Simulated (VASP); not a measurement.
Here is a VASP 6.6.1 calculation.

File INCAR:

```
PREC = Accurate
ENCUT = 520
EDIFF = 1E-6
ISMEAR = -1
SIGMA = 0.05
LREAL = Auto
LASPH = T
NELM = 80
ALGO = Normal
ISIF = 2
LWAVE = F
LCHARG = F
GGA = CA
NBANDS = 154
```

The input KPOINTS:

```
Automatic mesh
0
Gamma
  1 1 1
```

The input POSCAR:

```
CF4
1.0
    8.9958830000      0.0000000000      0.0000000000
    0.0000000000      8.9958830000      0.0000000000
    0.0000000000      0.0000000000      8.9958830000
C F
8 32
Direct
    0.2868645579      0.1292591289      0.5245399479
    0.3212691850      0.5542535402      0.8970436810
    0.8663518634      0.5559543182      0.8957653184
   -0.0556476779      0.6780657330      0.4272176506
    0.6935728266      0.3536506644      0.2804838613
    0.4814424554      0.8418184185      0.2501811106
    0.1955450065      0.1135074789      0.9459438279
    0.6505309151      0.9891302499      0.6905603374
    0.3635107304      0.2182887439      0.6155704782
    0.3128653407     -0.0119165623      0.5526305756
    0.1403197440      0.1527365351      0.5473059176
    0.3272719309      0.1661315515      0.3937356677
    0.2081730054      0.6360465115      0.9307813363
    0.3817746407      0.4902020180      1.0132079308
    0.2682782780      0.4445366842      0.8054239923
    0.4247387388      0.6292878642      0.8285790289
    0.9089046623      0.6662603326      0.9751127266
    0.9535473060      0.4476269867      0.9105165107
    0.7283665206      0.5183371104      0.9253677488
    0.8702536483      0.5981291664      0.7509546311
    0.0171300583      0.7182952468      0.5489399984
    0.0351049475      0.6100901935      0.3341083916
   -0.1673987979      0.5839115515      0.4610998164
   -0.1128071586      0.7924513914      0.3488707001
    0.6202726292      0.4778519240      0.2850970827
    0.7282887072      0.3256934311      0.4178911620
    0.6089118767      0.2455678892      0.2279709507
    0.8098037736      0.3674013991      0.1943666897
    0.4912914052      0.7363368332      0.1507467360
    0.5905368044      0.8187745439      0.3508716154
    0.4996730171      0.9698992306      0.1862296342
    0.3466585770      0.8404844750      0.3153553687
    0.2917890328      0.2105074066      0.9989791997
    0.1108618242      0.0572261778      1.0525926138
    0.1137520352      0.1865742362      0.8467540096
    0.2676446548      0.0068253444      0.8737552500
    0.6741750643      1.1173111078      0.7635492814
    0.5256737999      0.9338827550      0.7243535737
    0.6651264806      1.0080722482      0.5456496044
    0.7561347785      0.8972104239      0.7378152873
```

Potentials or basis: VASP PAW LDA potentials, release 64 (C, F).

Run with:

```bash
$ cat potpaw_LDA.64/C/POTCAR potpaw_LDA.64/F/POTCAR > POTCAR
$ mpirun -np 1 vasp_gam > vasp.out
```

**Question.** Predict the pressure.

**Answer.** 1.7 GPa.

**Question.** Estimate the largest force.

**Answer.** 3.663 eV/Å.

Stress tensor (GPa, compression positive):
```
 1.38 -0.69 -0.18
-0.69  2.28 -0.08
-0.18 -0.08  1.46
```

Caveat: the k points lie up to 0.70 Å⁻¹ apart.
